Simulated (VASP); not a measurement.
# BN (R3m) in VASP: notebook

BN is run at these levels: PBEsol; tasks: single point, relaxation of shape and atoms at fixed volume.

Program: VASP 6.6.1. These are calculated values, not measurements. Logs are shortened: lines on timing, memory, paths and dates and some standing lists are left out, and cuts for length are marked.

### Step 1. The cell of the first run

Symmetry: R3m, No. 160, trigonal system. Conventional cell: a = 2.505 Å, b = 2.505 Å, c = 10.691 Å, α = 90.00°, β = 90.00°, γ = 120.00°. B (site symmetry 3m) has 3 N at 1.45 Å within 1.9 Å. N (site symmetry 3m) has 3 B at 1.45 Å within 1.9 Å.

### Step 2. Single point, PBEsol (9.68 Å³/atom)

The input, INCAR:

```
SYSTEM = BN
PREC = Accurate
ENCUT = 520
EDIFF = 1E-6
ISMEAR = 0
SIGMA = 0.01
LREAL = .FALSE.
LASPH = .TRUE.
NELM = 60
ALGO = Normal
ISIF = 2
LWAVE = .FALSE.
LCHARG = .FALSE.
GGA = PS
NBANDS = 11
```

The input, KPOINTS:

```
regular mesh
0
G
  12 12 12
  0 0 0
```

The input, POSCAR:

```
BN
1.0
    1.2522597278      0.7229924910      3.5637871261
   -1.2522597278      0.7229924910      3.5637871261
    0.0000000000     -1.4459849819      3.5637871261
B N
1 1
Direct
    0.9996040304      0.9996040304      0.9996040304
    0.3328289696      0.3328289696      0.3328289696
```

Potentials or basis: VASP PAW PBE potentials, release 64 (B, N).

The run is started by

```console
> cat potpaw_PBE.64/B/POTCAR potpaw_PBE.64/N/POTCAR > POTCAR
> mpirun -np 1 vasp_std > vasp.out
```

OUTCAR:

```text
SYSTEM = BN
   PREC = Accurate
   ENCUT = 520
   EDIFF = 1E-6
   ISMEAR = 0
   LREAL = .FALSE.
   LASPH = .TRUE.
   NELM = 60
   ISIF = 2
   GGA = PS

 ion  position               nearest neighbor table
   1  1.000  1.000  1.000-   2 1.45   2 1.45   2 1.45
   2  0.333  0.333  0.333-   1 1.45   1 1.45   1 1.45

  LATTYP: Found a trigonal (rhomboedric) cell.
 ALAT       =     3.8459655807
 COS(alpha) =     0.7879647643

  Lattice vectors:

 A1 = (   1.2522597278,   0.7229924910,   3.5637871261)
 A2 = (  -1.2522597278,   0.7229924910,   3.5637871261)
 A3 = (   0.0000000000,  -1.4459849819,   3.5637871261)

Analysis of symmetry for initial positions (statically):
=====================================================================
 Subroutine PRICEL returns:
 Original cell was already a primitive cell.

 Routine SETGRP: Setting up the symmetry group for a
 trigonal (rhombohedral) supercell.

 Subroutine GETGRP returns: Found  6 space group operations
 (whereof  6 operations were pure point group operations)
 out of a pool of 12 trial point group operations.

The static configuration has the point symmetry C_3v.

Analysis of symmetry for dynamics (positions and initial velocities):
=====================================================================
 Subroutine PRICEL returns:
 Original cell was already a primitive cell.

 Routine SETGRP: Setting up the symmetry group for a
 trigonal (rhombohedral) supercell.

 Subroutine GETGRP returns: Found  6 space group operations
 (whereof  6 operations were pure point group operations)
 out of a pool of 12 trial point group operations.

The dynamic configuration has the point symmetry C_3v.

 Subroutine INISYM returns: Found  6 space group operations
 (whereof  6 operations are pure point group operations),
 and found     1 'primitive' translations

----------------------------------------------------------------------------------------

                                     Primitive cell

  volume of cell :      19.3594

  direct lattice vectors                    reciprocal lattice vectors
     1.252259728  0.722992491  3.563787126     0.399278192  0.230523372  0.093533458
    -1.252259728  0.722992491  3.563787126    -0.399278192  0.230523372  0.093533458
     0.000000000 -1.445984982  3.563787126     0.000000000 -0.461046743  0.093533458

  length of vectors
     3.845965581  3.845965581  3.845965581     0.470438739  0.470438739  0.470438739

  position of ions in fractional coordinates (direct lattice)
     0.999604030  0.999604030  0.999604030
     0.332828970  0.332828970  0.332828970

  ion indices of the primitive-cell ions
   primitive index   ion index
                 1           1
                 2           2

----------------------------------------------------------------------------------------

 KPOINTS: regular mesh

Automatic generation of k-mesh.
 Grid dimensions read from file:
 generate k-points for:   12   12   12

 Generating k-lattice:

  Cartesian coordinates                     Fractional coordinates (reciprocal lattice)
     0.033273183  0.019210281  0.007794455     0.083333333  0.000000000  0.000000000
    -0.033273183  0.019210281  0.007794455     0.000000000  0.083333333  0.000000000
     0.000000000 -0.038420562  0.007794455     0.000000000  0.000000000  0.083333333

  Length of vectors
     0.039203228  0.039203228  0.039203228

  Shift w.r.t. Gamma in fractional coordinates (k-lattice)
     0.000000000  0.000000000  0.000000000

 Subroutine IBZKPT returns following result:
 ===========================================

 Found    189 irreducible k-points:

 Following reciprocal coordinates:
            Coordinates               Weight
  0.000000  0.000000  0.000000      1.000000
  0.083333  0.000000  0.000000      6.000000
  0.166667  0.000000 -0.000000      6.000000
  0.250000  0.000000  0.000000      6.000000
  0.333333  0.000000  0.000000      6.000000
  0.416667  0.000000  0.000000      6.000000
[... 16 lines left out ...]
  0.500000  0.166667 -0.000000     12.000000
 -0.416667  0.166667  0.000000     12.000000
 [... further k-points ...]
   k-points           NKPTS =    189   k-points in BZ     NKDIM =    189   number of bands    NBANDS=     11
   number of dos      NEDOS =    301   number of ions     NIONS =      2
   total plane-waves  NPLWV =  27000
   dimension x,y,z NGX =    30 NGY =   30 NGZ =   30
   dimension x,y,z NGXF=    60 NGYF=   60 NGZF=   60
   ions per type =               1   1
   NGX,Y,Z   is equivalent  to a cutoff of  12.97, 12.97, 12.97 a.u.
   NGXF,Y,Z  is equivalent  to a cutoff of  25.94, 25.94, 25.94 a.u.
 SYSTEM =  BN
   PREC   = accura    normal or accurate (medium, high low for compatibility)
   ISTART =      0    job   : 0-new  1-cont  2-samecut
   ICHARG =      2    charge: 1-file 2-atom 10-const
   ISPIN  =      1    spin polarized calculation?
   LNONCOLLINEAR =      F non collinear calculations
   LSORBIT =      F    spin-orbit coupling
   LASPH  =      T    aspherical Exc in radial PAW
   ENCUT  =  520.0 eV  38.22 Ry    6.18 a.u.   7.15  7.15  7.15*2*pi/ulx,y,z
   NELM   =     60;   NELMIN=  2; NELMDL= -5     # of ELM steps
   EDIFF  = 0.1E-05   stopping-criterion for ELM
   LREAL  =      F    real-space projection
   EDIFFG = 0.1E-04   stopping-criterion for IOM
   NSW    =      0    number of steps for IOM
   IBRION =     -1    ionic relax: 0-MD 1-quasi-New 2-CG
   NFREE  =      0    steps in history (QN), initial steepest desc. (CG)
   ISIF   =      2    stress and relaxation
   ISYM   =      2    0-nonsym 1-usesym 2-fastsym
   POTIM  = 0.5000    time-step for ionic-motion
   TEBEG  =    0.0;   TEEND  =   0.0 temperature during run
   PSTRESS=    0.0 pullay stress
   NELECT =       8.0000    total number of electrons
   NUPDOWN=      -1.0000    fix difference up-down
   EMIN   =  10.00;   EMAX   =-10.00  energy-range for DOS
   EFERMI =   0.00;   METHOD = LEGACY
   ISMEAR =     0;   SIGMA  =   0.01  broadening in eV -4-tet -1-fermi 0-gaus
   EFERMI_NEDOS =   21; number of points for ismear=-14 and -15
   IALGO  =     38    algorithm
   IMIX   =      4    mixing-type and parameters
     AMIX     =   0.40;   BMIX     =  1.00
     AMIX_MAG =   1.60;   BMIX_MAG =  1.00
  volume/ion in A,a.u.               =       9.68        65.32
  Fermi-wavevector in a.u.,A,eV,Ry     =   1.219386  2.304305 20.230522  1.486901
  Thomas-Fermi vector in A             =   2.354640
   LORBIT       =      0    0 simple, 1 ext, 2 COOP (PROOUT), +10 PAW based schemes
   GGA     = PS    functional components
   LHFCALC =     F    Hartree Fock is set to
   AEXX    =    0.0000 exact exchange contribution
   IVDW    =     0    specifies the selected vdW correction
   LEPSILON=     F    determine dielectric tensor
   LRPA    =     F    only Hartree local field effects (RPA)
 non-spin polarized calculation
 Gauss-broadening in eV      SIGMA  =   0.01
  energy-cutoff  :      520.00
  volume of cell :       19.36
 maximum number of plane-waves:       535
 NGX is ok and might be reduce to    30
   NGX = 15   NGY = 15   NGZ = 15

 number of electron       8.0000000 magnetization

 Free energy of the ion-electron system (eV)
  ---------------------------------------------------
  ext. energy  EPLUGINS =         0.00000000
  ---------------------------------------------------
  free energy    TOTEN  =       -18.28559195 eV

  energy without entropy =      -18.28559195  energy(sigma->0) =      -18.28559195

 E-fermi :   1.7919     XC(G=0):  -9.8267

 val. band max:        1.6309228593   @ k =  -0.3333   0.3333   0.0000
 cond. band min:       5.9082115182   @ k =   0.5000   0.5000   0.0000
 fundamental gap:      4.2772886589
 Fermi energy:         1.7919426428

 k-point     1 :       0.0000    0.0000    0.0000
  band No.  band energies     occupation
      1     -16.0593      2.00000
      2      -2.8445      2.00000
      3       0.3433      2.00000
      4       0.3433      2.00000
      5       6.3316      0.00000
      6      13.2186      0.00000
      7      13.2186      0.00000
      8      14.5824      0.00000
      9      16.0316      0.00000
     10      27.1399      0.00000
     11      27.7264      0.00000

 k-point     2 :       0.0833    0.0000    0.0000
  band No.  band energies     occupation
      1     -15.9224      2.00000
      2      -2.6876      2.00000
      3      -0.2244      2.00000
      4       0.0840      2.00000
      5       6.6059      0.00000
      6      13.1346      0.00000
      7      13.8128      0.00000
      8      14.1249      0.00000
      9      16.4739      0.00000
     10      26.6340      0.00000
     11      27.5193      0.00000

 k-point     3 :       0.1667    0.0000   -0.0000
  band No.  band energies     occupation
      1     -15.5194      2.00000
      2      -2.2262      2.00000
      3      -1.6443      2.00000
      4      -0.5466      2.00000
      5       7.3393      0.00000
      6      12.8694      0.00000
      7      12.9828      0.00000
      8      15.4266      0.00000
      9      17.5353      0.00000
     10      24.2454      0.00000
     11      27.1728      0.00000

 k-point     4 :       0.2500    0.0000    0.0000
  band No.  band energies     occupation
      1     -14.8776      2.00000
      2      -3.4485      2.00000
      3      -1.4738      2.00000
      4      -1.2769      2.00000
      5       8.3827      0.00000
      6      11.2002      0.00000
      7      12.8188      0.00000
      8      17.7090      0.00000
      9      18.6614      0.00000
     10      22.1151      0.00000
     11      25.5784      0.00000
[... 239 lines left out ...]
 k-point    22 :       0.4167    0.1667    0.0000
  band No.  band energies     occupation
      1     -13.7127      2.00000
      2      -5.2393      2.00000
      3      -3.1164      2.00000
      4      -0.3405      2.00000
      5       8.4795      0.00000
      6      11.6413      0.00000
      7      14.4675      0.00000
      8      16.9335      0.00000
      9      18.4824      0.00000
     10      21.6713      0.00000
     11      24.1436      0.00000

 k-point    23 :       0.5000    0.1667   -0.0000
  band No.  band energies     occupation
      1     -12.9654      2.00000
      2      -6.4557      2.00000
      3      -3.6324      2.00000
      4       0.6503      2.00000
      5       7.2829      0.00000
      6      12.7860      0.00000
      7      14.6143      0.00000
      8      16.5043      0.00000
      9      18.3735      0.00000
     10      21.5324      0.00000
     11      24.2770      0.00000

 k-point    24 :      -0.4167    0.1667    0.0000
  band No.  band energies     occupation
      1     -12.6284      2.00000
      2      -6.9701      2.00000
      3      -3.8033      2.00000
      4       1.2445      2.00000
      5       6.6705      0.00000
      6      12.9695      0.00000
      7      14.8191      0.00000
      8      15.6685      0.00000
      9      18.6531      0.00000
     10      22.2366      0.00000
     11      24.0464      0.00000

 [... further k-points ...]

------------------------ aborting loop because EDIFF is reached ----------------------------------------

  FORCE on cell =-STRESS in cart. coord.  units (eV):
  Direction    XX          YY          ZZ          XY          YZ          ZX
  --------------------------------------------------------------------------------------
  -------------------------------------------------------------------------------------
  Total        0.0403997      0.0403997     -0.0355735      0.0000000     -0.0000000      0.0000000
  in kB        3.3434670      3.3434670     -2.9440541      0.0000000     -0.0000000      0.0000000
  external PRESSURE =       1.2476267 kB  Pullay stress =       0.0000000 kB

 VOLUME and BASIS-vectors are now :
 -----------------------------------------------------------------------------
  energy-cutoff  :      520.00
  volume of cell :       19.36
      direct lattice vectors                 reciprocal lattice vectors
     1.252259728  0.722992491  3.563787126     0.399278192  0.230523372  0.093533458
    -1.252259728  0.722992491  3.563787126    -0.399278192  0.230523372  0.093533458
     0.000000000 -1.445984982  3.563787126     0.000000000 -0.461046743  0.093533458

 POSITION                                       TOTAL-FORCE (eV/Angst)
 -----------------------------------------------------------------------------------
      0.00000      0.00000     10.68713         0.000000     -0.000000     -0.000103
      0.00000      0.00000      3.55839         0.000000      0.000000      0.000103
 -----------------------------------------------------------------------------------
    total drift:                                0.000000      0.000000      0.000003

  FREE ENERGIE OF THE ION-ELECTRON SYSTEM (eV)
  ---------------------------------------------------
  free  energy   TOTEN  =       -18.2855919476 eV

  energy  without entropy=      -18.2855919476  energy(sigma->0) =      -18.28559195
```

It took 1.8 min on 1 thread of Intel Xeon 8259CL, shared host; peak memory 0.19 GiB.

Results:

| Item | Value |
| --- | --- |
| Free energy | -18.2856 eV |
| Pressure | 0.1 GPa |
| Band gap on the k mesh | 4.28 eV (least direct gap 4.62 eV) |

Levels at points of the mesh, in eV from the valence-band top:
| k point | band 1 | band 2 | band 3 | band 4 | band 5 | band 6 | band 7 | band 8 | band 9 |
| --- | --- | --- | --- | --- | --- | --- | --- | --- | --- |
| (0.00, 0.00, 0.00) | -17.69 | -4.48 | -1.29 | -1.29 | 4.70 | 11.59 | 11.59 | 12.95 | 14.40 |
| (0.50, 0.00, 0.00) | -14.51 | -8.92 | -4.09 | -0.69 | 5.11 | 9.73 | 12.63 | 14.35 | 19.22 |
| (0.50, 0.50, 0.00) | -14.47 | -8.84 | -4.12 | -1.12 | 4.28 | 9.83 | 13.70 | 16.58 | 19.34 |
| (0.50, 0.50, 0.50) | -17.52 | -5.99 | -1.30 | -1.30 | 9.32 | 11.54 | 11.54 | 11.77 | 15.49 |

Caveat: the PAW data sets were made with another functional, which shifts forces and pressure a little. A k mesh can miss the band edges.

### Step 3. Relaxation of shape and atoms at fixed volume, PBEsol (9.30 Å³/atom)

This run uses another cell than the first one, of 9.30 Å³/atom.

The input, INCAR:

```
SYSTEM = BN
PREC = Accurate ; ENCUT = 600
EDIFF = 1E-7 ; ISMEAR = 0
SIGMA = 0.01 ; LREAL = .FALSE.
LASPH = .TRUE. ; NELM = 100
ALGO = Normal ; ISIF = 4
LWAVE = .FALSE. ; LCHARG = .FALSE.
GGA = PS ; IBRION = 2
NSW = 80 ; EDIFFG = -0.001
```

KPOINTS is that of step 2.

The input, POSCAR:

```
BN
1.0
    1.2436760774      0.7180367181      3.4714580820
   -1.2436760774      0.7180367181      3.4714580820
    0.0000000000     -1.4360734362      3.4714580820
B N
1 1
Direct
    0.9996198853      0.9996198853      0.9996198853
    0.3328131147      0.3328131147      0.3328131147
```

Potentials or basis: VASP PAW PBE potentials, release 64 (B, N).

The run is started by

```console
> cat potpaw_PBE.64/B/POTCAR potpaw_PBE.64/N/POTCAR > POTCAR
> mpirun -np 1 vasp_std > vasp.out
```

Run time: 4.4 min. Hardware: 1 thread of Intel Xeon 8259CL, shared host; peak memory 0.19 GiB.

The run converged. Its results:

```
Free energy               : -18.2887 eV
Energy gained by relaxing : 3.1 meV/atom
Ionic steps               : 8
Pressure after relaxing   : 0.0 GPa
Band gap on the k mesh    : 4.20 eV (least direct gap 4.62 eV)
```

The path:
```
step  energy change (eV)  largest force (eV/Å)  pressure (GPa)  volume (Å³)
   1              0.0000                0.0009            4.95        18.60
   2             -0.0063                0.0048           -0.13        18.60
   3             -0.0063                0.0048           -0.02        18.60
   4             -0.0063                0.0047            0.07        18.60
   5             -0.0063                0.0008            0.07        18.60
   6             -0.0063                0.0005            0.07        18.60
   7             -0.0063                0.0003            0.03        18.60
   8             -0.0063                0.0000           -0.03        18.60
```

Final structure:
```cif
data_structure
_symmetry_space_group_name_H-M 'P 1'
_symmetry_Int_Tables_number 1
_cell_length_a 3.7157
_cell_length_b 3.7157
_cell_length_c 3.7157
_cell_angle_alpha 39.398
_cell_angle_beta 39.398
_cell_angle_gamma 39.398
_cell_volume 18.60
loop_
_atom_site_label
_atom_site_type_symbol
_atom_site_fract_x
_atom_site_fract_y
_atom_site_fract_z
_atom_site_occupancy
B1 B 0.99964 0.99964 0.99964 1
N1 N 0.33279 0.33279 0.33279 1
```

Levels at points of the mesh, in eV from the valence-band top:
| k point | band 2 | band 3 | band 4 | band 5 | band 6 | band 7 |
| --- | --- | --- | --- | --- | --- | --- |
| (0.00, 0.00, 0.00) | -4.27 | -1.27 | -1.27 | 4.89 | 11.60 | 11.60 |
| (0.50, 0.00, 0.00) | -8.93 | -4.06 | -0.63 | 5.18 | 9.80 | 12.79 |
| (0.50, 0.50, 0.00) | -8.81 | -4.11 | -1.16 | 4.20 | 9.82 | 13.94 |
| (0.50, 0.50, 0.50) | -6.13 | -1.29 | -1.29 | 9.79 | 11.54 | 11.54 |

Caveat: the PAW data sets were made with another functional, which shifts forces and pressure a little. A k mesh can miss the band edges.
